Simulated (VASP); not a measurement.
A run of VASP 6.6.1:

The input INCAR:

```
PREC = Accurate ; ENCUT = 520
EDIFF = 1E-6 ; ISMEAR = 0
SIGMA = 0.012 ; LREAL = False
LASPH = True ; NELM = 100
ALGO = Normal ; ISIF = 2
LWAVE = False ; LCHARG = False
GGA = PE ; NBANDS = 26
```

KPOINTS

```
regular mesh
0
Gamma
  11 11 11
```

File POSCAR:

```
NbP
1.0
   -1.6749232544      1.6749232544      5.7401081759
    1.6749232544     -1.6749232544      5.7401081759
    1.6749232544      1.6749232544     -5.7401081759
Nb P
2 2
Direct
    0.2498808000      0.7498808000      0.5000000000
    0.4998808000      0.4998808000      0.0000000000
    0.8327477700      0.3327477700      0.5000000000
    0.0827477700      0.0827477700      0.0000000000
```

Potentials or basis: VASP PAW PBE potentials, release 64 (Nb_sv, P).

Launch:

```bash
$ cat potpaw_PBE.64/Nb_sv/POTCAR potpaw_PBE.64/P/POTCAR > POTCAR
$ mpirun -np 1 vasp_std > vasp.out
```

Hardware: 1 thread of Intel Xeon 8259CL (shared host).

Estimate the wall time of this run.

Wall time 12 min on 1 thread of Intel Xeon 8259CL, on a shared host, peak memory 0.44 GiB. Counts: scf iterations 14, k points 126.
